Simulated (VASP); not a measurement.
A run of VASP 6.6.1:

Contents of INCAR:

```
SYSTEM = Sr3NbZn
PREC     = Accurate       ! precision mode
ENCUT    = 600            ! plane-wave cutoff, eV
EDIFF    = 1E-7           ! SCF threshold, eV
ISMEAR   = 0              ! smearing method
SIGMA    = 0.1            ! smearing width, eV
LREAL    = .False.        ! projectors in reciprocal space
LASPH    = .True.         ! aspherical terms in the spheres
NELM     = 60             ! most SCF steps
ALGO     = Fast           ! electronic algorithm
ISIF     = 3              ! what is computed and relaxed
LWAVE    = .False.        ! write WAVECAR
LCHARG   = .False.        ! write CHGCAR
GGA      = PE             ! functional
IBRION   = 2              ! ionic algorithm
NSW      = 100            ! ionic steps
EDIFFG   = -0.01          ! ionic threshold
```

File KPOINTS:

```
regular mesh
0
Gamma
  6 6 6
  0 0 0
```

POSCAR

```
Sr3NbZn
1.0
    5.8287068385      0.0000000000      0.0000000000
    0.0000000000      5.8287068385      0.0000000000
    0.0000000000      0.0000000000      5.8287068385
Sr Nb Zn
3 1 1
Direct
    0.0000000000      0.5000000000      0.5000000000
    0.5000000000      0.0000000000      0.5000000000
    0.5000000000      0.5000000000      0.0000000000
    0.0000000000      0.0000000000      0.0000000000
    0.5000000000      0.5000000000      0.5000000000
```

Potentials or basis: VASP PAW PBE potentials, release 64 (Sr_sv, Nb_sv, Zn).

The run is started by

```sh
$ cat potpaw_PBE.64/Sr_sv/POTCAR potpaw_PBE.64/Nb_sv/POTCAR potpaw_PBE.64/Zn/POTCAR > POTCAR
$ mpirun -np 1 vasp_std > vasp.out
```

Hardware: 1 thread of Intel(R) Xeon(R) 6975P-C (Granite Rapids), on a shared host.

**Question.** Estimate the wall time of this run.

**Answer.** Run time: 14 min on 1 thread of Intel(R) Xeon(R) 6975P-C (Granite Rapids) (shared host), peak memory 0.5 GiB. Counts: scf iterations 142, k points 20, ion steps 3.
